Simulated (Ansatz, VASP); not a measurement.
## C in VASP and in Ansatz

```xyz
1
Lattice="0.0000 1.5529 1.5529 1.5529 0.0000 1.5529 1.5529 1.5529 0.0000" Properties=species:S:1:pos:R:3 pbc="T T T"
C     0.0000    0.0000    0.0000
```

Alike in both runs: functional PBE; k mesh 8 × 8 × 8; occupations gaussian, width 0.1 eV; no spin polarisation.

Ansatz relaxed the structure, and its values are those at the end. VASP's run is a single point on that final structure, the one shown.

|  | VASP | Ansatz |
| --- | --- | --- |
| version | VASP 6.6.1 | Ansatz 0.2.0 |
| potentials or method | VASP PAW PBE potentials, release 64 (C), cutoff 520 eV | scalar-relativistic, plane waves, PAW |
| valence electrons in the cell | 4 | 4 |

|  | VASP | Ansatz | Ansatz less VASP |
| --- | --- | --- | --- |
| gap on the k mesh at the Fermi level (eV) | none | none | - |
| pressure (GPa) | -0.3 | -0.4 | -0.06 |

A gap of «none» marks a metal or a gap that the smearing closes.

The k mesh is coarse, so the values compare programs but aren't converged.
